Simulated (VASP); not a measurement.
# Ti (Fd-3m) in VASP: further runs, part 2 of 2

VASP 6.6.1.

### 3 Relaxation of cell and atoms, PBE, target pressure 130 GPa, at which the enthalpy is minimised

This run uses another cell than the first one, of 11.20 Å³/atom.

INCAR

```
SYSTEM = Ti
ALGO = Normal ; EDIFF = 1E-6
EDIFFG = -0.005 ; ENCUT = 600
GGA = PE ; IBRION = 2
ISIF = 3 ; ISMEAR = -1
LASPH = .TRUE. ; LCHARG = .FALSE.
LREAL = .FALSE. ; LWAVE = .FALSE.
NELM = 60 ; NSW = 60
PREC = Accurate ; PSTRESS = 1300.0
SIGMA = 0.1
```

KPOINTS

```
k-points
0
G
  14 14 14
  0 0 0
```

POSCAR

```
Ti
1.0
    0.0000000000      2.2372993882      2.2372993882
    2.2372993882      0.0000000000      2.2372993882
    2.2372993882      2.2372993882      0.0000000000
Ti
2
Direct
   -0.1250000000     -0.1250000000     -0.1250000000
    0.1250000000      0.1250000000      0.1250000000
```

Potentials or basis: VASP PAW PBE potentials, release 64 (Ti_sv).

The run is started by

```
> cat potpaw_PBE.64/Ti_sv/POTCAR > POTCAR
> mpirun -np 1 vasp_std > vasp.out
```

OUTCAR:

```text
SYSTEM = Ti
   EDIFF = 1E-6
   EDIFFG = -0.005
   ENCUT = 600
   GGA = PE
   IBRION = 2
   ISIF = 3
   ISMEAR = -1
   LASPH = .TRUE.
   LREAL = .FALSE.
   NELM = 60
   NSW = 60
   PREC = Accurate
   PSTRESS = 1300.0

 ion  position               nearest neighbor table
   1  0.875  0.875  0.875-   2 1.94   2 1.94   2 1.94   2 1.94
   2  0.125  0.125  0.125-   1 1.94   1 1.94   1 1.94   1 1.94

  LATTYP: Found a face centered cubic cell.
 ALAT       =     4.4745987764

  Lattice vectors:

 A1 = (   0.0000000000,   2.2372993882,   2.2372993882)
 A2 = (   2.2372993882,   0.0000000000,   2.2372993882)
 A3 = (   2.2372993882,   2.2372993882,   0.0000000000)

Analysis of symmetry for initial positions (statically):
=====================================================================
 Subroutine PRICEL returns:
 Original cell was already a primitive cell.

 Routine SETGRP: Setting up the symmetry group for a
 face centered cubic supercell.

 Subroutine GETGRP returns: Found 48 space group operations
 (whereof 12 operations were pure point group operations)
 out of a pool of 48 trial point group operations.

The static configuration has the point symmetry D_3d.
 The point group associated with its full space group is O_h .

Analysis of symmetry for dynamics (positions and initial velocities):
=====================================================================
 Subroutine PRICEL returns:
 Original cell was already a primitive cell.

 Routine SETGRP: Setting up the symmetry group for a
 face centered cubic supercell.

 Subroutine GETGRP returns: Found 48 space group operations
 (whereof 12 operations were pure point group operations)
 out of a pool of 48 trial point group operations.

The dynamic configuration has the point symmetry D_3d.
 The point group associated with its full space group is O_h .

 Subroutine INISYM returns: Found 48 space group operations
 (whereof 12 operations are pure point group operations),
 and found     1 'primitive' translations

----------------------------------------------------------------------------------------

                                     Primitive cell

  volume of cell :      22.3976

  direct lattice vectors                    reciprocal lattice vectors
     0.000000000  2.237299388  2.237299388    -0.223483724  0.223483724  0.223483724
     2.237299388  0.000000000  2.237299388     0.223483724 -0.223483724  0.223483724
     2.237299388  2.237299388  0.000000000     0.223483724  0.223483724 -0.223483724

  length of vectors
     3.164019138  3.164019138  3.164019138     0.387085165  0.387085165  0.387085165

  position of ions in fractional coordinates (direct lattice)
     0.875000000  0.875000000  0.875000000
     0.125000000  0.125000000  0.125000000

  ion indices of the primitive-cell ions
   primitive index   ion index
                 1           1
                 2           2

----------------------------------------------------------------------------------------

 KPOINTS: k-points

Automatic generation of k-mesh.
 Grid dimensions read from file:
 generate k-points for:   14   14   14

 Generating k-lattice:

  Cartesian coordinates                     Fractional coordinates (reciprocal lattice)
    -0.015963123  0.015963123  0.015963123     0.071428571  0.000000000  0.000000000
     0.015963123 -0.015963123  0.015963123     0.000000000  0.071428571  0.000000000
     0.015963123  0.015963123 -0.015963123     0.000000000  0.000000000  0.071428571

  Length of vectors
     0.027648940  0.027648940  0.027648940

  Shift w.r.t. Gamma in fractional coordinates (k-lattice)
     0.000000000  0.000000000  0.000000000

 Subroutine IBZKPT returns following result:
 ===========================================

 Found    104 irreducible k-points:

 Following reciprocal coordinates:
            Coordinates               Weight
  0.000000  0.000000  0.000000      1.000000
  0.071429  0.000000  0.000000      8.000000
  0.142857  0.000000  0.000000      8.000000
  0.214286  0.000000  0.000000      8.000000
  0.285714  0.000000  0.000000      8.000000
  0.357143  0.000000  0.000000      8.000000
[... 16 lines left out ...]
  0.214286  0.142857  0.000000     24.000000
  0.285714  0.142857  0.000000     24.000000
 [... further k-points ...]
   k-points           NKPTS =    104   k-points in BZ     NKDIM =    104   number of bands    NBANDS=     16
   number of dos      NEDOS =    301   number of ions     NIONS =      2
   total plane-waves  NPLWV =  21952
   dimension x,y,z NGX =    28 NGY =   28 NGZ =   28
   dimension x,y,z NGXF=    56 NGYF=   56 NGZF=   56
   ions per type =               2
   NGX,Y,Z   is equivalent  to a cutoff of  14.71, 14.71, 14.71 a.u.
   NGXF,Y,Z  is equivalent  to a cutoff of  29.42, 29.42, 29.42 a.u.
 SYSTEM =  Ti
   PREC   = accura    normal or accurate (medium, high low for compatibility)
   ISTART =      0    job   : 0-new  1-cont  2-samecut
   ICHARG =      2    charge: 1-file 2-atom 10-const
   ISPIN  =      1    spin polarized calculation?
   LNONCOLLINEAR =      F non collinear calculations
   LSORBIT =      F    spin-orbit coupling
   LASPH  =      T    aspherical Exc in radial PAW
   ENCUT  =  600.0 eV  44.10 Ry    6.64 a.u.   6.32  6.32  6.32*2*pi/ulx,y,z
   NELM   =     60;   NELMIN=  2; NELMDL= -5     # of ELM steps
   EDIFF  = 0.1E-05   stopping-criterion for ELM
   LREAL  =      F    real-space projection
   EDIFFG = -.5E-02   stopping-criterion for IOM
   NSW    =     60    number of steps for IOM
   IBRION =      2    ionic relax: 0-MD 1-quasi-New 2-CG
   NFREE  =      1    steps in history (QN), initial steepest desc. (CG)
   ISIF   =      3    stress and relaxation
   ISYM   =      2    0-nonsym 1-usesym 2-fastsym
   POTIM  = 0.5000    time-step for ionic-motion
   TEBEG  =    0.0;   TEEND  =   0.0 temperature during run
   PSTRESS= 1300.0 pullay stress
   NELECT =      24.0000    total number of electrons
   NUPDOWN=      -1.0000    fix difference up-down
   EMIN   =  10.00;   EMAX   =-10.00  energy-range for DOS
   EFERMI =   0.00;   METHOD = LEGACY
   ISMEAR =    -1;   SIGMA  =   0.10  broadening in eV -4-tet -1-fermi 0-gaus
   EFERMI_NEDOS =   21; number of points for ismear=-14 and -15
   IALGO  =     38    algorithm
   IMIX   =      4    mixing-type and parameters
     AMIX     =   0.40;   BMIX     =  1.00
     AMIX_MAG =   1.60;   BMIX_MAG =  1.00
  volume/ion in A,a.u.               =      11.20        75.57
  Fermi-wavevector in a.u.,A,eV,Ry     =   1.675243  3.165750 38.183922  2.806439
  Thomas-Fermi vector in A             =   2.759897
   LORBIT       =      0    0 simple, 1 ext, 2 COOP (PROOUT), +10 PAW based schemes
   GGA     = PE    functional components
   LHFCALC =     F    Hartree Fock is set to
   AEXX    =    0.0000 exact exchange contribution
   IVDW    =     0    specifies the selected vdW correction
   LEPSILON=     F    determine dielectric tensor
   LRPA    =     F    only Hartree local field effects (RPA)
 conjugate gradient relaxation of ions
 non-spin polarized calculation
  energy-cutoff  :      600.00
  volume of cell :       22.40
 maximum number of plane-waves:       760
 NGX is ok and might be reduce to    28
   NGX = 13   NGY = 13   NGZ = 13

--------------------------------------- Ionic step        1  -------------------------------------------

 number of electron      24.0000000 magnetization

 Free energy of the ion-electron system (eV)
  ---------------------------------------------------
  ext. energy  EPLUGINS =         0.00000000
  ---------------------------------------------------
  free energy    TOTEN  =        -7.26756957 eV

  energy without entropy =       -7.18215830  energy(sigma->0) =       -7.22486393

------------------------ aborting loop because EDIFF is reached ----------------------------------------

  FORCE on cell =-STRESS in cart. coord.  units (eV):
  Direction    XX          YY          ZZ          XY          YZ          ZX
  --------------------------------------------------------------------------------------
  -------------------------------------------------------------------------------------
  Total       15.1117269     15.1117269     15.1117269     -0.0000000     -0.0000000      0.0000000
  in kB     1080.9917269   1080.9917269   1080.9917269     -0.0000000     -0.0000000      0.0000000
  external PRESSURE =    -219.0082731 kB  Pullay stress =    1300.0000000 kB
[... 139 lines left out ...]
--------------------------------------- Ionic step        5  -------------------------------------------

 number of electron      23.9999998 magnetization

 Free energy of the ion-electron system (eV)
  ---------------------------------------------------
  ext. energy  EPLUGINS =         0.00000000
  ---------------------------------------------------
  free energy    TOTEN  =        -6.56766384 eV

  energy without entropy =       -6.48662752  energy(sigma->0) =       -6.52714568

 E-fermi :  14.6442     XC(G=0): -13.6437

 val. band max:       14.6242641925   @ k =  -0.3571   0.4286   0.1429
 cond. band min:      14.6529820959   @ k =  -0.1429   0.2143   0.0714
 fundamental gap:      0.0287179034
 Fermi energy:        14.6441681771

 k-point     1 :       0.0000    0.0000    0.0000
  band No.  band energies     occupation
      1     -43.7891      2.00000
      2     -39.3263      2.00000
      3     -19.9898      2.00000
      4     -19.9898      2.00000
      5     -19.9898      2.00000
      6     -16.4885      2.00000
[... 433 lines left out ...]
      3     -20.5667      2.00000
      4     -20.5159      2.00000
      5     -19.5901      2.00000
      6     -16.6943      2.00000
[... 8 lines left out ...]
     15      16.5495      0.00000
     16      17.8731      0.00000

 [... further k-points ...]
[... 5 lines left out ...]
  --------------------------------------------------------------------------------------
  -------------------------------------------------------------------------------------
  Total       17.4092706     17.4092706     17.4092706     -0.0000000      0.0000000     -0.0000000
  in kB     1300.2356454   1300.2356454   1300.2356454     -0.0000000      0.0000000     -0.0000000
  external PRESSURE =       0.2356454 kB  Pullay stress =    1300.0000000 kB
[... 21 lines left out ...]
  energy  without entropy=       -6.4866275240  energy(sigma->0) =       -6.52714568

  enthalpy is  TOTEN    =        10.8384516150 eV   P V=       17.4061154528

 reached required accuracy - stopping structural energy minimisation
```

OSZICAR:

```text
N       E                     dE             d eps       ncg     rms          rms(c)
DAV:   1     0.266842379099E+03    0.26684E+03   -0.14673E+04  3344   0.226E+03
DAV:   2     0.161192514091E+02   -0.25072E+03   -0.24898E+03  3392   0.538E+02
DAV:   3    -0.666654748484E+01   -0.22786E+02   -0.22583E+02  6576   0.145E+02
[... 55 lines left out ...]
DAV:   3    -0.656764901893E+01    0.24882E-04   -0.15982E-04  4864   0.114E-01    0.108E-02
DAV:   4    -0.656765532849E+01   -0.63096E-05   -0.15093E-05  4848   0.339E-02    0.719E-03
DAV:   5    -0.656766214327E+01   -0.68148E-05   -0.11579E-05  4664   0.190E-02    0.693E-03
DAV:   6    -0.656766320866E+01   -0.10654E-05   -0.76430E-07  2416   0.846E-03    0.355E-03
DAV:   7    -0.656766383780E+01   -0.62914E-06   -0.11434E-06  3024   0.887E-03
   5 F= 0.10838452E+02 E0= 0.10878970E+02  d E =-.673324E-01
```

CONTCAR:

```text
Ti
   1.00000000000000
    -0.0000000000000000    2.2053610402094694    2.2053610402094694
     2.2053610402094694    0.0000000000000000    2.2053610402094694
     2.2053610402094694    2.2053610402094694    0.0000000000000000
  Ti
     2
Direct
     0.8750000000000000    0.8750000000000000    0.8750000000000000
     0.1250000000000000    0.1250000000000000    0.1250000000000000

  0.00000000E+00  0.00000000E+00  0.00000000E+00
  0.00000000E+00  0.00000000E+00  0.00000000E+00
```

Run time: 1.8 min. Hardware: 1 thread of Intel Xeon 6975P-C (Granite Rapids), shared host; peak memory 0.19 GiB.

Results:

```yaml
Free_energy: -6.5677 eV
Relaxed_volume: 10.73 Å³/atom
Relaxed_cell: a = 3.119 Å, b = 3.119 Å, c = 3.119 Å, α = 60.00°, β = 60.00°, γ = 60.00°
Space_group_after_relaxing_to_0.1_Å: Fd-3m (No. 227)
Energy_change_on_relaxing_the_run_minimises_the_enthalpy: +350.0 meV/atom
Ionic_steps: 5
Pressure_after_relaxing: 130.0 GPa
Band_gap_on_the_k_mesh: zero (bands 12 and 13 overlap by 2.61 eV)
```

The path:
```csv
step,energy change (eV),largest force (eV/Å),pressure (GPa),volume (Å³)
1,0.0000,0.0000,108.10,22.40
2,5.1446,0.0000,280.87,17.79
3,0.6328,0.0000,127.93,21.54
4,0.6851,0.0000,129.55,21.47
5,0.6999,0.0000,130.02,21.45
```

Final structure:
```
CELL_PARAMETERS angstrom
0.00000 2.20536 2.20536
2.20536 0.00000 2.20536
2.20536 2.20536 0.00000
ATOMIC_POSITIONS crystal
Ti 0.87500 0.87500 0.87500
Ti 0.12500 0.12500 0.12500
```

Caveat: the cell is relaxed towards a set pressure, so the run minimises the enthalpy, not the energy; atoms lie so close that the PAW spheres overlap strongly, which falsifies energies and pressures.
